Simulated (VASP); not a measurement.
A run of VASP 6.6.1 is set up as follows.

INCAR

```
PREC     = Accurate       # precision mode
ENCUT    = 520            # plane-wave cutoff, eV
EDIFF    = 1E-7           # SCF threshold, eV
ISMEAR   = 0              # smearing method
SIGMA    = 0.1            # smearing width, eV
LREAL    = F              # projectors in reciprocal space
LASPH    = T              # aspherical terms in the spheres
NELM     = 80             # most SCF steps
ALGO     = Normal         # electronic algorithm
ISIF     = 2              # what is computed and relaxed
LWAVE    = F              # write WAVECAR
LCHARG   = F              # write CHGCAR
GGA      = PE             # functional
NBANDS   = 43             # bands
```

The input KPOINTS:

```
regular mesh
0
Gamma
  6 6 14
```

Contents of POSCAR:

```
ZnCl3
1.0
   10.7864305496      0.0000000000      0.0000000000
   -5.3932152748      9.3413228721      0.0000000000
    0.0000000000      0.0000000000      2.9534376172
Zn Cl
2 6
Direct
    0.6666666667      0.3333333333      0.2500000000
    0.3333333333      0.6666666667      0.7500000000
    0.2281872970      0.4563745941      0.2500000000
    0.2281872970      0.7718127030      0.2500000000
    0.5436254059      0.7718127030      0.2500000000
    0.4563745941      0.2281872970      0.7500000000
    0.7718127030      0.2281872970      0.7500000000
    0.7718127030      0.5436254059      0.7500000000
```

Potentials or basis: VASP PAW PBE potentials, release 64 (Zn, Cl).

Run with:

```console
$ cat potpaw_PBE.64/Zn/POTCAR potpaw_PBE.64/Cl/POTCAR > POTCAR
$ mpirun -np 1 vasp_std > vasp.out
```

(1) What does it give for the largest force?

(2) What does it give for the band gap on the k mesh?

## Answers

(1) 0.013 eV/Å.

(2) zero (bands 33 and 34 overlap by 1.48 eV).
